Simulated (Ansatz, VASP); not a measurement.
# InP: VASP beside Ansatz

```
In P
1.0
     0.00000    2.86449    2.86449
     2.86449    0.00000    2.86449
     2.86449    2.86449    0.00000
In P
1 1
Direct
  0.00000 0.00000 0.00000
  0.50000 0.50000 0.50000
```

Change from the starting cell: volume scaled by 1.01, crystal datasets.

Alike in both runs: task electric field gradients; functional LDA; k mesh 11 × 11 × 11; occupations fermi-dirac, width 0.05 eV; no spin polarisation.

|  | VASP | Ansatz |
| --- | --- | --- |
| version | VASP 6.6.1 | Ansatz 0.2.0 |
| potentials or method | VASP PAW LDA potentials, release 64 (In_d, P), cutoff 520 eV | all-electron PAW with datasets made for the crystal, scalar-relativistic |

|  | VASP | Ansatz | Ansatz less VASP |
| --- | --- | --- | --- |
| pressure (GPa) | -10.0 | -10.0 | +0.01 |

LDA's correlation is that of Perdew and Zunger in VASP and of Perdew and Wang (1992) in Ansatz. Ansatz ran all-electron here, and VASP with PAW potentials.
